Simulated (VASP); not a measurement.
# ZrS (I4mm) in VASP: notebook, part 2 of 2

VASP 6.6.1. Earlier steps stand in the parts before.

## 3. Single point, LDA (atoms displaced along a vibrational mode, the cell strained)

The input, INCAR:

```
SYSTEM = ZrS
PREC = Accurate ; ENCUT = 520
EDIFF = 1E-6 ; ISMEAR = 0
SIGMA = 0.15 ; LREAL = .FALSE.
LASPH = .TRUE. ; NELM = 80
ALGO = Normal ; ISIF = 2
LWAVE = .FALSE. ; LCHARG = .TRUE.
GGA = CA ; LELF = .TRUE.
LVHAR = .TRUE. ; NBANDS = 16
```

The input, KPOINTS:

```
regular mesh
0
G
  16 16 16
  0 0 0
```

The input, POSCAR:

```
ZrS
1.0
    0.0000000000      2.5671447250      2.5671447250
    2.6870303837      0.0000000000      2.5671447250
    2.6870303837      2.5671447250      0.0000000000
Zr S
1 1
Direct
   -0.0073447758      0.0073447758      0.0073447758
    0.5208987049      0.4791012951      0.4791012951
```

Potentials or basis: VASP PAW LDA potentials, release 64 (Zr_sv, S).

Command:

```bash
$ cat potpaw_LDA.64/Zr_sv/POTCAR potpaw_LDA.64/S/POTCAR > POTCAR
$ mpirun -np 1 vasp_std > vasp.out
```

OUTCAR:

```text
SYSTEM = ZrS
   PREC = Accurate
   ENCUT = 520
   EDIFF = 1E-6
   ISMEAR = 0
   LREAL = .FALSE.
   LASPH = .TRUE.
   NELM = 80
   ISIF = 2
   GGA = CA

 ion  position               nearest neighbor table
   1  0.993  0.007  0.007-   2 2.54   2 2.57   2 2.57   2 2.57   2 2.57   2 2.84
   2  0.521  0.479  0.479-   1 2.54   1 2.57   1 2.57   1 2.57   1 2.57   1 2.84

  LATTYP: Found a body centered tetragonal cell.
 ALAT       =     3.6304908867
 C/A-ratio  =     1.4802573358

  Lattice vectors:

 A1 = (   2.6870303837,   0.0000000000,   2.5671447250)
[... 643 lines left out ...]

  FORCE on cell =-STRESS in cart. coord.  units (eV):
  Direction    XX          YY          ZZ          XY          YZ          ZX
  --------------------------------------------------------------------------------------
  -------------------------------------------------------------------------------------
  Total       -1.9384620     -0.5245064     -0.5245064      0.0000000      0.0000000     -0.0000000
  in kB      -87.6929324    -23.7278327    -23.7278327      0.0000000      0.0000000     -0.0000000
  external PRESSURE =     -45.0495326 kB  Pullay stress =       0.0000000 kB

 VOLUME and BASIS-vectors are now :
 -----------------------------------------------------------------------------
  energy-cutoff  :      520.00
  volume of cell :       35.42
      direct lattice vectors                 reciprocal lattice vectors
     0.000000000  2.567144725  2.567144725    -0.186079027  0.194768918  0.194768918
     2.687030384  0.000000000  2.567144725     0.186079027 -0.194768918  0.194768918
     2.687030384  2.567144725  0.000000000     0.186079027  0.194768918 -0.194768918

 POSITION                                       TOTAL-FORCE (eV/Angst)
 -----------------------------------------------------------------------------------
      0.03947      2.56714      2.56714        -0.415362      0.000000      0.000000
      2.57472      2.56714      2.56714         0.415362      0.000000      0.000000
 -----------------------------------------------------------------------------------
    total drift:                               -0.000088     -0.000000     -0.000000

  FREE ENERGIE OF THE ION-ELECTRON SYSTEM (eV)
  ---------------------------------------------------
  free  energy   TOTEN  =       -17.0753569915 eV

  energy  without entropy=      -17.0614259651  energy(sigma->0) =      -17.06839148
```

OSZICAR:

```text
N       E                     dE             d eps       ncg     rms          rms(c)
DAV:   1     0.120431680163E+03    0.12043E+03   -0.95706E+03 11184   0.110E+03
DAV:   2    -0.127151612069E+02   -0.13315E+03   -0.12849E+03 14576   0.283E+02
DAV:   3    -0.179039505195E+02   -0.51888E+01   -0.51553E+01 17776   0.496E+01
DAV:   4    -0.179933622458E+02   -0.89412E-01   -0.89380E-01 14192   0.596E+00
DAV:   5    -0.179951704948E+02   -0.18082E-02   -0.18082E-02 16544   0.666E-01    0.162E+01
DAV:   6    -0.171195612846E+02    0.87561E+00   -0.18784E+00 14104   0.955E+00    0.751E+00
DAV:   7    -0.170827152177E+02    0.36846E-01   -0.17742E-01 16232   0.274E+00    0.310E+00
DAV:   8    -0.170758919834E+02    0.68232E-02   -0.26765E-02 13160   0.104E+00    0.419E-01
DAV:   9    -0.170754136314E+02    0.47835E-03   -0.30147E-03 14024   0.324E-01    0.177E-01
DAV:  10    -0.170753607180E+02    0.52913E-04   -0.41192E-04 14216   0.196E-01    0.519E-02
DAV:  11    -0.170753577175E+02    0.30006E-05   -0.25172E-05 14088   0.432E-02    0.282E-02
DAV:  12    -0.170753569915E+02    0.72599E-06   -0.17667E-06 12864   0.950E-03
   1 F= -.17075357E+02 E0= -.17068391E+02  d E =-.139310E-01
```

stdout:

```text
POSCAR found type information on POSCAR ZrS
 POSCAR found :  2 types and       2 ions
 scaLAPACK will be used
 LDA part: xc-table for (Slater(with rela. corr.)+CA(PZ))
 , standard interpolation
 POSCAR, INCAR and KPOINTS ok, starting setup
 FFT: planning ... GRIDC
 FFT: planning ... GRID_SOFT
 FFT: planning ... GRID
 WAVECAR not read
 entering main loop
```

Wall time 95 s (1 thread of Intel Xeon Platinum 8488C (Sapphire Rapids), shared host); peak memory 0.29 GiB.

Results:

* Free energy: -17.0754 eV
* Pressure: -4.5 GPa
* Largest force: 0.415 eV/Å
* Band gap on the k mesh: zero (bands 9 and 10 overlap by 2.52 eV)

Forces in eV/Å, atoms in the order of the input:
```
Zr  -0.415  0.000  0.000
S    0.415  0.000  0.000
```

Stress tensor (GPa, compression positive):
```
-8.77  0.00  0.00
 0.00 -2.37  0.00
 0.00  0.00 -2.37
```

Levels at points of the mesh, in eV from the Fermi level:
| k point | band 6 | band 7 | band 8 | band 9 | band 10 | band 11 | band 12 | band 13 |
| --- | --- | --- | --- | --- | --- | --- | --- | --- |
| (0.00, 0.00, 0.00) | -3.76 | -3.57 | -3.57 | -1.64 | -0.99 | -0.99 | -0.55 | -0.49 |
| (0.50, 0.00, 0.00) | -8.03 | -5.98 | -5.94 | 1.45 | 1.47 | 1.80 | 2.07 | 5.28 |
| (0.50, 0.50, 0.00) | -6.08 | -4.80 | -4.49 | -3.06 | 0.68 | 2.27 | 2.64 | 2.96 |
| (0.00, 0.50, 0.50) | -6.32 | -4.24 | -4.24 | -3.50 | 0.47 | 2.46 | 2.46 | 2.69 |

Caveat: the cell differs from its parent crystal (atoms displaced along a vibrational mode, the cell strained); the stress differs along the axes, from -9 to -2 GPa.

## 4. Single point, LDA (atoms displaced along a vibrational mode, the cell strained)

The input, INCAR:

```
PREC = Accurate ; ENCUT = 520
EDIFF = 1E-7 ; ISMEAR = 0
SIGMA = 0.15 ; LREAL = False
LASPH = True ; NELM = 100
ALGO = Normal ; ISIF = 2
LWAVE = False ; LCHARG = True
GGA = CA ; LELF = True
LVHAR = True ; NBANDS = 16
```

The input, KPOINTS:

```
Automatic mesh
0
Gamma
  16 16 16
```

The input, POSCAR:

```
ZrS
1.0
    0.0000000000      2.5671447250      2.5671447250
    2.7468448558      0.0000000000      2.5671447250
    2.7468448558      2.5671447250      0.0000000000
Zr S
1 1
Direct
   -0.0110205862      0.0110205862      0.0110205862
    0.5313577958      0.4686422042      0.4686422042
```

Command:

```bash
$ cat potpaw_LDA.64/Zr_sv/POTCAR potpaw_LDA.64/S/POTCAR > POTCAR
$ mpirun -np 1 vasp_std > vasp.out
```

Wall time 1.9 min (1 thread of Intel Xeon Platinum 8488C (Sapphire Rapids), shared host); peak memory 0.29 GiB.

Results (log left out):

```yaml
Free_energy: -16.9973 eV
Pressure: -5.6 GPa
Largest_force: 0.458 eV/Å
Band_gap_on_the_k_mesh: zero (bands 9 and 10 overlap by 2.22 eV)
```

Forces on the atoms (eV/Å):
```
Zr  -0.458  0.000  0.000
S    0.458  0.000  0.000
```

Stress tensor (GPa, compression positive):
```
-9.13  0.00  0.00
 0.00 -3.77  0.00
 0.00  0.00 -3.77
```

Levels at points of the mesh, in eV from the Fermi level:
```tsv
k point	band 6	band 7	band 8	band 9	band 10	band 11	band 12	band 13
(0.00, 0.00, 0.00)	-3.98	-3.66	-3.66	-1.65	-0.62	-0.62	-0.41	-0.17
(0.50, 0.00, 0.00)	-7.87	-5.84	-5.77	1.29	1.40	1.70	2.12	5.06
(0.50, 0.50, 0.00)	-5.97	-5.02	-4.49	-2.60	0.81	2.13	2.68	2.92
(0.00, 0.50, 0.50)	-6.27	-4.12	-4.12	-3.36	0.51	2.37	2.40	2.40
```

Caveat: the cell differs from its parent crystal (atoms displaced along a vibrational mode, the cell strained); the stress differs along the axes, from -9 to -4 GPa.

## 5. Single point, LDA (atoms displaced along a vibrational mode, the cell strained)

The input, INCAR:

```
SYSTEM = ZrS
PREC = Accurate
ENCUT = 520
EDIFF = 1E-6
ISMEAR = 0
SIGMA = 0.15
LREAL = .False.
LASPH = .True.
NELM = 100
ALGO = Normal
ISIF = 2
LWAVE = .False.
LCHARG = .True.
LELF = .True.
LVHAR = .True.
NBANDS = 16
```

The input, KPOINTS:

```
Automatic mesh
0
Gamma
  16 16 16
  0 0 0
```

The input, POSCAR:

```
ZrS
1.0
    0.0000000000      2.5671447250      2.5671447250
    2.7468448558      0.0000000000      2.5671447250
    2.7468448558      2.5671447250      0.0000000000
Zr S
1 1
Direct
   -0.0073447758      0.0073447758      0.0073447758
    0.5208987049      0.4791012951      0.4791012951
```

Command:

```bash
$ cat potpaw_LDA.64/Zr_sv/POTCAR potpaw_LDA.64/S/POTCAR > POTCAR
$ mpirun -np 1 vasp_std > vasp.out
```

Wall time 96 s (1 thread of Intel Xeon Platinum 8488C (Sapphire Rapids), shared host); peak memory 0.3 GiB.

It converged, with:

- Free energy: -17.0212 eV
- Pressure: -6.6 GPa
- Largest force: 0.180 eV/Å
- Band gap on the k mesh: zero (bands 9 and 10 overlap by 2.47 eV)

Forces on the atoms (eV/Å):
```
Zr  -0.180  0.000  0.000
S    0.180  0.000  0.000
```

Stress tensor (GPa, compression positive):
```
-13.12   0.00   0.00
  0.00  -3.34   0.00
  0.00   0.00  -3.34
```

Levels at points of the mesh, in eV from the Fermi level:
```
           k point  band 6  band 7  band 8  band 9  band 10  band 11  band 12  band 13
(0.00, 0.00, 0.00)   -3.77   -3.52   -3.52   -1.72    -0.87    -0.87    -0.58    -0.48
(0.50, 0.00, 0.00)   -7.91   -5.90   -5.84    1.39     1.45     1.77     2.04     4.97
(0.50, 0.50, 0.00)   -6.00   -4.77   -4.48   -2.96     0.68     2.08     2.63     2.89
(0.00, 0.50, 0.50)   -6.34   -4.15   -4.15   -3.41     0.41     2.38     2.38     2.61
```

Caveat: the cell differs from its parent crystal (atoms displaced along a vibrational mode, the cell strained); the stress differs along the axes, from -13 to -3 GPa.

## 6. Summary

| cell | gap on the mesh (eV) | pressure (GPa) | largest force (eV/Å) |
| --- | --- | --- | --- |
| a = 3.630, b = 3.716, c = 3.716 Å, angles 58.5, 60.8, 60.8°, 2 atoms, atomic positions A | none | -3.2 | 0.82 |
| a = 3.630, b = 3.716, c = 3.716 Å, angles 58.5, 60.8, 60.8°, 2 atoms, atomic positions B | none | -4.5 | 0.42 |
| a = 3.630, b = 3.760, c = 3.760 Å, angles 57.7, 61.1, 61.1°, 2 atoms, atomic positions A | none | -5.6 | 0.46 |
| a = 3.630, b = 3.760, c = 3.760 Å, angles 57.7, 61.1, 61.1°, 2 atoms, atomic positions B | none | -6.6 | 0.18 |

Alike in all rows: task single point; level LDA; potentials or basis VASP PAW LDA potentials, release 64 (Zr_sv, S); no spin polarisation; k mesh 16 × 16 × 16; cutoff (eV) 520; smearing gaussian 0.15 eV.

Caveats: the cell stands under tension (at least some runs); the stress differs along the axes, from -9 to -2 GPa (at least some runs); the stress differs along the axes, from -9 to -4 GPa (at least some runs); the stress differs along the axes, from -13 to -3 GPa (at least some runs).

Absolute energies hang on the potentials; compare differences alone.
